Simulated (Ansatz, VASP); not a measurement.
# One calculation of KBr, two programs

The input POSCAR:

```
KBr
1.0
    0.0000000000      3.3669916226      3.3669916226
    3.3669916226      0.0000000000      3.3669916226
    3.3669916226      3.3669916226      0.0000000000
K Br
1 1
Direct
    0.0000000000      0.0000000000      0.0000000000
    0.5000000000      0.5000000000      0.5000000000
```

Contents of INCAR.step1:

```
SYSTEM = KBr
ALGO = Normal
EDIFF = 1E-4
ENCUT = 520
GGA = PE
ISMEAR = 0
LASPH = .TRUE.
LCHARG = .FALSE.
LREAL = .FALSE.
LWAVE = .TRUE.
NBANDS = 15
NELM = 60
PREC = Accurate
SIGMA = 0.02
```

File INCAR.step2:

```
SYSTEM = KBr
ALGO = Normal
EDIFF = 1E-7
ENCUT = 520
ISIF = 2
ISMEAR = 0
ISTART = 1
LASPH = .TRUE.
LCHARG = .FALSE.
LMIXTAU = .TRUE.
LREAL = .FALSE.
LWAVE = .FALSE.
METAGGA = R2SCAN
NBANDS = 15
NELM = 60
PREC = Accurate
SIGMA = 0.02
```

Contents of KPOINTS:

```
k-points
0
G
  6 6 6
  0 0 0
```

Input for Ansatz:

```yaml
crystal:
  lattice:
    - [0.0, 3.3669916226, 3.3669916226]
    - [3.3669916226, 0.0, 3.3669916226]
    - [3.3669916226, 3.3669916226, 0.0]
  atoms:
    - { symbol: K, position: [0.0, 0.0, 0.0] }
    - { symbol: Br, position: [0.5, 0.5, 0.5] }
basis:
  ecutwfc: 500
kpoints:
  mp_grid: { grid: [6, 6, 6] }
hamiltonian:
  xc: r2scan
scf:
  occupations: { method: gaussian, width: 0.02 }
output:
  forces: true
  stress: true
  eigenvalues: true
```

Alike in both runs: task single point; functional r2SCAN; k mesh 6 × 6 × 6; occupations gaussian, width 0.02 eV; no spin polarisation.

|  | VASP | Ansatz |
| --- | --- | --- |
| version | VASP 6.6.1 | Ansatz 0.2.0 |
| potentials or method | VASP PAW PBE potentials, release 64 (K_sv, Br), cutoff 520 eV | scalar-relativistic, plane waves, PAW |
| valence electrons in the cell | 16 | 16 |

```csv
,VASP,Ansatz,Ansatz less VASP
gap on the k mesh at the Fermi level (eV),4.91,4.91,-0.002
least direct gap on the mesh (eV),4.91,4.91,-0.002
pressure (GPa),-0.8,-0.8,+0.01
```

VASP's potentials were made for PBE, not for r2SCAN.
